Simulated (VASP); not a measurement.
# Si16C (a cell with a defect) in VASP: further runs

Si16C (a cell with a defect) is run at these levels: PBE; tasks: single point.

All numbers are computed with VASP 6.6.1; they aren't measurements. Logs are shortened: lines on timing, memory, paths and dates and some standing lists are left out, and cuts for length are marked.

## 1. The cell of the first run

The cell holds a defect, 17 atoms: a = 7.679 Å, b = 7.679 Å, c = 7.679 Å, α = 60.00°, β = 60.00°, γ = 60.00°.

## 2. Single point, PBE, collinear spin, zero start

File INCAR:

```
PREC = Accurate
ENCUT = 520
EDIFF = 1E-6
ISMEAR = -1
SIGMA = 0.02
LREAL = Auto
LASPH = T
NELM = 150
ALGO = Normal
ISIF = 2
LWAVE = F
LCHARG = T
ISPIN = 2
MAGMOM = 0 0 0 0 0 0 0 0 0 0 0 0 0 0 0 0 0
LORBIT = 11
GGA = PE
LELF = T
LVHAR = T
NBANDS = 52
```

File KPOINTS:

```
Automatic mesh
0
Gamma
  2 2 2
```

File POSCAR:

```
Si16C
1.0
    0.0000000000      5.4300000000      5.4300000000
    5.4300000000      0.0000000000      5.4300000000
    5.4300000000      5.4300000000      0.0000000000
Si C
16 1
Direct
   -0.0092357274      0.0023112339      0.0229742173
    0.1716482505      0.0938397790      0.1111510129
    0.0055709024     -0.0069705341      0.4997697974
    0.0854788214      0.1344843462      0.6688305709
    0.0440423573      0.4539318600     -0.0194935543
    0.1190239411      0.5209208103      0.1885082873
   -0.0314088398      0.5320349908      0.5464364641
    0.1688858195      0.6215745856      0.6238029466
    0.5319705341     -0.0240515654     -0.0662983425
    0.6107274401      0.1338397790      0.0670257827
    0.4734714549      0.0677071823      0.4505616943
    0.6509576427      0.1767219153      0.5245856354
    0.4840607735      0.5550000000      0.0011694291
    0.6815285451      0.6283793738      0.1236648250
    0.5492633517      0.5267955801      0.5081399632
    0.6131491713      0.7213443831      0.6261878453
    0.2144198895      0.7357642726      1.0292081031
```

Potentials or basis: VASP PAW PBE potentials, release 64 (Si, C).

Launch:

```console
$ cat potpaw_PBE.64/Si/POTCAR potpaw_PBE.64/C/POTCAR > POTCAR
$ mpirun -np 1 vasp_std > vasp.out
```

OUTCAR:

```text
PREC = Accurate
   ENCUT = 520
   EDIFF = 1E-6
   ISMEAR = -1
   LREAL = Auto
   LASPH = T
   NELM = 150
   ISIF = 2
   ISPIN = 2
   LORBIT = 11
   GGA = PE

 ion  position               nearest neighbor table
   1  0.991  0.002  0.023-  17 1.90   4 2.23   2 2.30  10 2.46   6 3.03
   2  0.172  0.094  0.111-   5 2.26   1 2.30   9 2.30   3 2.45
   3  0.006  0.993  0.500-  12 2.31   8 2.35   2 2.45   4 2.47
   4  0.085  0.134  0.669-   1 2.23   3 2.47   7 2.50  11 2.51
   5  0.044  0.454  0.981-   2 2.26   8 2.27   6 2.28  14 2.33
   6  0.119  0.521  0.189-  17 1.75   5 2.28   7 2.42  13 2.51   1 3.03
   7  0.969  0.532  0.546-  16 2.28   8 2.36   6 2.42   4 2.50
   8  0.169  0.622  0.624-   5 2.27   3 2.35   7 2.36  15 2.40
   9  0.532  0.976  0.934-  14 2.30   2 2.30  10 2.34  12 2.60
  10  0.611  0.134  0.067-   9 2.34  11 2.45   1 2.46  13 2.72
  11  0.473  0.068  0.451-  16 2.25  12 2.30  10 2.45   4 2.51
  12  0.651  0.177  0.525-  11 2.30   3 2.31  15 2.35   9 2.60
  13  0.484  0.555  0.001-  17 1.80  16 2.37  14 2.51   6 2.51  10 2.72
  14  0.682  0.628  0.124-   9 2.30   5 2.33  15 2.42  13 2.51
  15  0.549  0.527  0.508-  12 2.35   8 2.40  16 2.41  14 2.42
  16  0.613  0.721  0.626-  11 2.25   7 2.28  13 2.37  15 2.41
  17  0.214  0.736  0.029-   6 1.75  13 1.80   1 1.90

  LATTYP: Found a face centered cubic cell.
 ALAT       =    10.8600000000

  Lattice vectors:

 A1 = (   0.0000000000,   5.4300000000,   5.4300000000)
 A2 = (   5.4300000000,   0.0000000000,   5.4300000000)
 A3 = (   5.4300000000,   5.4300000000,   0.0000000000)

Analysis of symmetry for initial positions (statically):
=====================================================================
 Subroutine PRICEL returns:
 Original cell was already a primitive cell.

 Routine SETGRP: Setting up the symmetry group for a
 face centered cubic supercell.

 Subroutine GETGRP returns: Found  1 space group operations
 (whereof  1 operations were pure point group operations)
 out of a pool of 48 trial point group operations.

The static configuration has the point symmetry C_1 .

Analysis of symmetry for dynamics (positions and initial velocities):
=====================================================================
 Subroutine PRICEL returns:
 Original cell was already a primitive cell.

 Routine SETGRP: Setting up the symmetry group for a
 face centered cubic supercell.

 Subroutine GETGRP returns: Found  1 space group operations
 (whereof  1 operations were pure point group operations)
 out of a pool of 48 trial point group operations.

The dynamic configuration has the point symmetry C_1 .

Analysis of structural, dynamic, and magnetic symmetry:
=====================================================================
 Subroutine PRICEL returns:
 Original cell was already a primitive cell.

 Routine SETGRP: Setting up the symmetry group for a
 face centered cubic supercell.

 Subroutine GETGRP returns: Found  1 space group operations
 (whereof  1 operations were pure point group operations)
 out of a pool of 48 trial point group operations.

The overall configuration has the point symmetry C_1 .

 Subroutine INISYM returns: Found  1 space group operations
 (whereof  1 operations are pure point group operations),
 and found     1 'primitive' translations

----------------------------------------------------------------------------------------

                                     Primitive cell

  volume of cell :     320.2060

  direct lattice vectors                    reciprocal lattice vectors
     0.000000000  5.430000000  5.430000000    -0.092081031  0.092081031  0.092081031
     5.430000000  0.000000000  5.430000000     0.092081031 -0.092081031  0.092081031
     5.430000000  5.430000000  0.000000000     0.092081031  0.092081031 -0.092081031

  length of vectors
     7.679179644  7.679179644  7.679179644     0.159489025  0.159489025  0.159489025

  position of ions in fractional coordinates (direct lattice)
     0.990764273  0.002311234  0.022974217
     0.171648250  0.093839779  0.111151013
     0.005570902  0.993029466  0.499769797
     0.085478821  0.134484346  0.668830571
     0.044042357  0.453931860  0.980506446
     0.119023941  0.520920810  0.188508287
[... 9 lines left out ...]
     0.613149171  0.721344383  0.626187845
[... 63 lines left out ...]
   ions per type =              16   1
   NGX,Y,Z   is equivalent  to a cutoff of  12.99, 12.99, 12.99 a.u.
   NGXF,Y,Z  is equivalent  to a cutoff of  25.98, 25.98, 25.98 a.u.
 SYSTEM =  unknown system
   PREC   = accura    normal or accurate (medium, high low for compatibility)
   ISTART =      0    job   : 0-new  1-cont  2-samecut
   ICHARG =      2    charge: 1-file 2-atom 10-const
   ISPIN  =      2    spin polarized calculation?
   LNONCOLLINEAR =      F non collinear calculations
   LSORBIT =      F    spin-orbit coupling
   LASPH  =      T    aspherical Exc in radial PAW
   ENCUT  =  520.0 eV  38.22 Ry    6.18 a.u.  14.28 14.28 14.28*2*pi/ulx,y,z
   NELM   =    150;   NELMIN=  2; NELMDL= -5     # of ELM steps
   EDIFF  = 0.1E-05   stopping-criterion for ELM
   LREAL  =      T    real-space projection
   EDIFFG = 0.1E-04   stopping-criterion for IOM
   NSW    =      0    number of steps for IOM
   IBRION =     -1    ionic relax: 0-MD 1-quasi-New 2-CG
   NFREE  =      0    steps in history (QN), initial steepest desc. (CG)
   ISIF   =      2    stress and relaxation
   ISYM   =      2    0-nonsym 1-usesym 2-fastsym
   POTIM  = 0.5000    time-step for ionic-motion
   TEBEG  =    0.0;   TEEND  =   0.0 temperature during run
   PSTRESS=    0.0 pullay stress
   NELECT =      68.0000    total number of electrons
   NUPDOWN=      -1.0000    fix difference up-down
   EMIN   =  10.00;   EMAX   =-10.00  energy-range for DOS
   EFERMI =   0.00;   METHOD = LEGACY
   ISMEAR =    -1;   SIGMA  =   0.02  broadening in eV -4-tet -1-fermi 0-gaus
   EFERMI_NEDOS =   21; number of points for ismear=-14 and -15
   IALGO  =     38    algorithm
   IMIX   =      4    mixing-type and parameters
     AMIX     =   0.40;   BMIX     =  1.00
     AMIX_MAG =   1.60;   BMIX_MAG =  1.00
  volume/ion in A,a.u.               =      18.84       127.11
  Fermi-wavevector in a.u.,A,eV,Ry     =   0.976715  1.845724 12.979587  0.953973
  Thomas-Fermi vector in A             =   2.107356
   LORBIT       =     11    0 simple, 1 ext, 2 COOP (PROOUT), +10 PAW based schemes
   GGA     = PE    functional components
   LHFCALC =     F    Hartree Fock is set to
   AEXX    =    0.0000 exact exchange contribution
   IVDW    =     0    specifies the selected vdW correction
   LEPSILON=     F    determine dielectric tensor
   LRPA    =     F    only Hartree local field effects (RPA)
 spin polarized calculation
  energy-cutoff  :      520.00
  volume of cell :      320.21
 maximum number of plane-waves:      8646
 NGX is ok and might be reduce to    60
   NGX = 29   NGY = 29   NGZ = 29

 number of electron      68.0000000 magnetization      -0.0000032

 number of electron      68.0000000 magnetization       0.0001721

 Free energy of the ion-electron system (eV)
  ---------------------------------------------------
  ext. energy  EPLUGINS =         0.00000000
  ---------------------------------------------------
  free energy    TOTEN  =       -88.41531030 eV

  energy without entropy =      -88.40651476  energy(sigma->0) =      -88.41091253

 E-fermi :   6.3151     XC(G=0):  -9.6263

 val. band max:        6.2874741407   @ k =   0.5000   0.5000   0.5000
 cond. band min:       6.3295209907   @ k =   0.0000   0.0000   0.0000
 fundamental gap:      0.0420468500
 Fermi energy:         6.3151040452

 spin component 1

 k-point     1 :       0.0000    0.0000    0.0000
  band No.  band energies     occupation
      1      -7.2053      1.00000
      2      -5.3667      1.00000
      3      -3.9223      1.00000
      4      -3.8089      1.00000
      5      -3.5706      1.00000
      6      -2.8197      1.00000
[... 381 lines left out ...]
     45      10.0103      0.00000
     46      10.1018      0.00000
 Fermi energy:         6.3151040452

 spin component 2

 k-point     1 :       0.0000    0.0000    0.0000
  band No.  band energies     occupation
      1      -7.2052      1.00000
      2      -5.3666      1.00000
      3      -3.9223      1.00000
      4      -3.8089      1.00000
      5      -3.5706      1.00000
      6      -2.8197      1.00000
[... 381 lines left out ...]
     45      10.0103      0.00000
     46      10.1019      0.00000
 [bands above 46 left out]

------------------------ aborting loop because EDIFF is reached ----------------------------------------

  FORCE on cell =-STRESS in cart. coord.  units (eV):
  Direction    XX          YY          ZZ          XY          YZ          ZX
  --------------------------------------------------------------------------------------
  -------------------------------------------------------------------------------------
  Total        1.0991892      2.0861366     11.4930389     -0.4692331     -1.2855518      1.8388804
  in kB        5.4998842     10.4381573     57.5063726     -2.3478468     -6.4323650      9.2009904
  external PRESSURE =      24.4814713 kB  Pullay stress =       0.0000000 kB

 VOLUME and BASIS-vectors are now :
 -----------------------------------------------------------------------------
  energy-cutoff  :      520.00
  volume of cell :      320.21
      direct lattice vectors                 reciprocal lattice vectors
     0.000000000  5.430000000  5.430000000    -0.092081031  0.092081031  0.092081031
     5.430000000  0.000000000  5.430000000     0.092081031 -0.092081031  0.092081031
     5.430000000  5.430000000  0.000000000     0.092081031  0.092081031 -0.092081031

 POSITION                                       TOTAL-FORCE (eV/Angst)
 -----------------------------------------------------------------------------------
      0.13730      5.50460      5.39240        -0.432610      0.907350     -0.597814
      1.11310      1.53560      1.44160         0.624095      0.436618     -1.112580
      8.10590      2.74400      5.42240        -0.053623      0.338740      1.233732
      4.36200      4.09590      1.19440        -1.184014     -1.463211      1.681493
      7.78900      5.56330      2.70400         0.795654     -0.269777     -0.230186
      3.85220      1.66990      3.47490         0.730955      0.407762     -1.449908
[... 9 lines left out ...]
      7.31710      6.72960      7.24630        -0.915812      0.788559     -1.144971
      4.15380      1.32290      5.15950         0.693334     -0.666735      0.798720
 -----------------------------------------------------------------------------------
    total drift:                                0.009912     -0.006923     -0.002594

  FREE ENERGIE OF THE ION-ELECTRON SYSTEM (eV)
  ---------------------------------------------------
  free  energy   TOTEN  =       -88.4153102956 eV

  energy  without entropy=      -88.4065147634  energy(sigma->0) =      -88.41091253

 total charge

# of ion       s       p       d       tot
------------------------------------------
    1        0.757   0.927   0.000   1.685
    2        0.759   0.937   0.000   1.696
    3        0.747   0.903   0.000   1.650
    4        0.770   0.875   0.000   1.645
    5        0.756   0.984   0.000   1.741
    6        0.795   0.913   0.000   1.708
[... 9 lines left out ...]
   16        0.768   0.934   0.000   1.703
   17        0.894   1.583   0.000   2.478
--------------------------------------------------
tot         13.087  16.113   0.000  29.201

 magnetization (x)

# of ion       s       p       d       tot
------------------------------------------
    1        0.000   0.000   0.000   0.000
    2        0.000   0.000   0.000   0.000
    3        0.000   0.000   0.000   0.000
    4       -0.000   0.000   0.000   0.000
    5        0.000   0.000   0.000   0.000
    6        0.000   0.000   0.000   0.000
[... 9 lines left out ...]
   16        0.000   0.000   0.000   0.000
   17        0.000   0.000   0.000   0.000
--------------------------------------------------
tot          0.000   0.000   0.000   0.000
```

It took 4.8 min on 1 thread of Intel Xeon 6975P-C (Granite Rapids), shared host; peak memory 0.7 GiB.

What came out:

```yaml
Free_energy: -88.4153 eV
Pressure: 2.4 GPa
Largest_force: 2.524 eV/Å
Band_gap_on_the_k_mesh: zero (filled and empty bands overlap)
Net_moment: 0.00 μB per cell
Valence_electrons_inside_the_program's_atomic_spheres: Si 1.69, 1.70, 1.65, 1.74, 1.71, 1.66, 1.68, 1.61, 1.67, 1.63; C 2.48
```

Forces in eV/Å, atoms in the order of the input:
```
Si  -0.433  0.907 -0.598
Si   0.624  0.437 -1.113
Si  -0.054  0.339  1.234
Si  -1.184 -1.463  1.681
Si   0.796 -0.270 -0.230
Si   0.731  0.408 -1.450
Si  -1.581  0.509 -0.145
Si  -0.405 -0.511  0.472
Si  -0.157 -0.620  1.269
Si   1.498  0.608  0.491
Si   0.294 -1.484 -0.389
Si   1.102  1.344 -0.780
Si  -0.591  0.718  0.908
Si  -0.277 -0.118 -1.191
Si  -0.142 -0.925  0.185
Si  -0.916  0.789 -1.145
C    0.693 -0.667  0.799
```

Stress tensor (GPa, compression positive):
```
 0.55 -0.23  0.92
-0.23  1.04 -0.64
 0.92 -0.64  5.75
```

Caveat: the k points lie up to 0.50 Å⁻¹ apart.

## 3. Single point, PBE, collinear spin, zero start

File INCAR:

```
SYSTEM = Si16C
ALGO = Normal
EDIFF = 1E-6
ENCUT = 520
GGA = PE
ISIF = 2
ISMEAR = -1
ISPIN = 2
LASPH = .TRUE.
LCHARG = .FALSE.
LORBIT = 11
LREAL = Auto
LWAVE = .FALSE.
MAGMOM = 0 0 0 0 0 0 0 0 0 0 0 0 0 0 0 0 0
NBANDS = 52
NELM = 150
PREC = Accurate
SIGMA = 0.02
```

File KPOINTS:

```
k-points
0
G
  2 2 2
  0 0 0
```

File POSCAR:

```
Si16C
1.0
    0.0000000000      5.4300000000      5.4300000000
    5.4300000000      0.0000000000      5.4300000000
    5.4300000000      5.4300000000      0.0000000000
Si C
16 1
Direct
   -0.0400184162     -0.0607550645      0.0568692449
    0.1771639042      0.0655985267      0.0900552486
    0.0401841621     -0.0064456722      0.4646040516
    0.0400000000      0.1895580110      0.6302394107
    0.1179373849      0.4393738490      0.0003867403
    0.1434806630      0.4106813996      0.2801841621
   -0.0400368324      0.5586187845      0.5696869245
    0.2051197053      0.6290055249      0.6187292818
    0.5403038674      0.0006537753     -0.1124217311
    0.5605432781      0.1749815838      0.0643554328
    0.3976979742      0.1234622468      0.4277348066
    0.6527255985      0.1887845304      0.5151933702
    0.5021270718      0.5599539595     -0.0012062615
    0.7115469613      0.5971086556      0.1074401473
    0.5652025783      0.5433241252      0.4800460405
    0.5887200737      0.7476703499      0.6523296501
    0.1827532228      0.6802302026      1.1058655617
```

Potentials or basis: VASP PAW PBE potentials, release 64 (Si, C).

Launch:

```console
$ cat potpaw_PBE.64/Si/POTCAR potpaw_PBE.64/C/POTCAR > POTCAR
$ mpirun -np 1 vasp_std > vasp.out
```

Run time: 4.7 min. Hardware: 1 thread of Intel Xeon 6975P-C (Granite Rapids), shared host; peak memory 0.71 GiB.

Results (log left out):

| Item | Value |
| --- | --- |
| Free energy | -86.1491 eV |
| Pressure | -0.7 GPa |
| Largest force | 3.271 eV/Å |
| Band gap on the k mesh | zero (filled and empty bands overlap) |
| Net moment | 0.00 μB per cell |
| Valence electrons inside the program's atomic spheres | Si 1.58, 1.63, 1.64, 1.66, 1.72, 1.61, 1.62, 1.59, 1.60; C 2.34 |

Forces on the atoms (eV/Å):
```
Si  -0.453  0.039  1.365
Si   0.111 -0.687 -0.439
Si   0.484 -0.609 -0.106
Si   0.889  1.138 -1.626
Si  -1.156 -2.920 -0.915
Si   1.856 -0.283  1.461
Si   0.176  0.150 -0.083
Si   0.621 -0.545 -1.131
Si  -0.400  1.200 -0.587
Si  -0.130  0.254  0.629
Si  -0.504  2.921  0.719
Si  -0.295  0.136 -0.712
Si   0.066 -0.465 -1.635
Si   0.710 -0.049  1.269
Si  -0.124  0.503  1.121
Si  -1.535 -1.154  0.655
C   -0.317  0.371  0.017
```

Stress tensor (GPa, compression positive):
```
-1.00  2.44 -1.29
 2.44 -1.50 -2.34
-1.29 -2.34  0.48
```

Levels at points of the mesh, in eV from the Fermi level:
Spin up:
| k point | band 31 | band 32 | band 33 | band 34 | band 35 | band 36 | band 37 | band 38 |
| --- | --- | --- | --- | --- | --- | --- | --- | --- |
| (0.00, 0.00, 0.00) | -0.98 | -0.53 | -0.46 | -0.25 | -0.19 | 0.15 | 0.32 | 0.64 |
| (0.50, 0.00, 0.00) | -1.27 | -1.00 | -0.37 | -0.14 | 0.10 | 0.51 | 0.79 | 0.98 |
| (0.00, 0.50, 0.00) | -1.08 | -0.83 | -0.43 | -0.17 | 0.01 | 0.16 | 1.03 | 1.19 |
| (0.00, 0.00, 0.50) | -1.16 | -0.89 | -0.53 | -0.33 | -0.01 | 0.41 | 0.76 | 1.14 |
| (0.50, 0.50, 0.50) | -1.08 | -0.93 | -0.66 | -0.11 | 0.10 | 0.64 | 0.83 | 0.93 |
| (0.50, 0.50, 0.00) | -1.22 | -1.02 | -0.24 | 0.07 | 0.43 | 0.59 | 1.09 | 1.36 |
| (0.00, 0.50, 0.50) | -1.07 | -0.89 | -0.38 | 0.10 | 0.21 | 0.49 | 0.79 | 1.13 |
| (0.50, 0.00, 0.50) | -1.25 | -1.19 | -0.88 | -0.23 | 0.17 | 0.58 | 1.02 | 1.37 |
Spin down:
```tsv
k point	band 30	band 31	band 32	band 33	band 34	band 35	band 36	band 37	band 38	band 39
(0.00, 0.00, 0.00)	-1.04	-0.98	-0.53	-0.46	-0.25	-0.19	0.15	0.32	0.64	0.69
(0.50, 0.00, 0.00)	-1.43	-1.27	-1.00	-0.37	-0.14	0.10	0.51	0.79	0.98	1.22
(0.00, 0.50, 0.00)	-1.23	-1.08	-0.83	-0.43	-0.17	0.01	0.16	1.03	1.19	1.28
(0.00, 0.00, 0.50)	-1.71	-1.16	-0.89	-0.53	-0.33	-0.01	0.41	0.76	1.14	1.31
(0.50, 0.50, 0.50)	-1.27	-1.08	-0.93	-0.66	-0.11	0.10	0.64	0.83	0.93	1.21
(0.50, 0.50, 0.00)	-1.31	-1.22	-1.02	-0.24	0.07	0.43	0.59	1.09	1.36	1.61
(0.00, 0.50, 0.50)	-1.30	-1.07	-0.89	-0.38	0.10	0.21	0.49	0.79	1.13	1.48
(0.50, 0.00, 0.50)	-1.58	-1.25	-1.19	-0.88	-0.23	0.17	0.58	1.02	1.37	1.62
```

Caveat: the k points lie up to 0.50 Å⁻¹ apart.

(Continued in part 2 of 2.)
